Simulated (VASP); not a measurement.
Write the native input for VASP 6.6.1 that does the following.

- Task: single point
- Functional: PBEsol
- Potentials or basis: VASP PAW PBE potentials, release 64 (Al, Ru_pv)
- Cutoff: 520 eV
- k mesh: 16 × 16 × 16
- Occupations: gaussian, width 0.15 eV
- Spin: no spin polarisation
- Dipole correction: no
- Further INCAR settings: ALGO = Fast; EDIFF = 1e-06; NBANDS = 16

The structure of AlRu lies in POSCAR:

```
AlRu
1.0
    3.1262220000      0.0000000000      0.0000000000
    0.0000000000      2.9916000000      0.0000000000
    0.0000000000      0.0000000000      2.9916000000
Al Ru
1 1
Direct
    0.0000000000      0.0000000000      0.0000000000
    0.5000000000      0.5000000000      0.5000000000
```

This cell differs from its parent crystal: strain +0.0450 x Voigt [1, 0, 0, 0, 0, 0].

These files were run (other wordings do the same):

INCAR

```
SYSTEM = AlRu
  ALGO = Fast
  EDIFF = 1E-6
  ENCUT = 520
  GGA = PS
  ISIF = 2
  ISMEAR = 0
  LASPH = .True.
  LCHARG = .True.
  LELF = .True.
  LREAL = .False.
  LVHAR = .True.
  LWAVE = .False.
  NBANDS = 16
  NELM = 60
  PREC = Accurate
  SIGMA = 0.15
```

KPOINTS

```
k-points
0
Gamma
  16 16 16
  0 0 0
```

Potentials or basis: VASP PAW PBE potentials, release 64 (Al, Ru_pv).

Run with:

```sh
$ cat potpaw_PBE.64/Al/POTCAR potpaw_PBE.64/Ru_pv/POTCAR > POTCAR
$ mpirun -np 1 vasp_std > vasp.out
```

It gave:

```yaml
Pressure: -11.3 GPa
Band_gap_on_the_k_mesh: zero (an odd number of electrons rules out a gap without spin polarisation)
```

Caveat: the cell differs from its parent crystal (strain +0.0450 x Voigt [1, 0, 0, 0, 0, 0]); the stress differs along the axes, from -15 to -9 GPa; the PAW data sets were made with another functional, which shifts forces and pressure a little.

It took 2.4 min on 1 thread of Intel Xeon 8259CL, with other jobs on the host, peak memory 0.28 GiB.
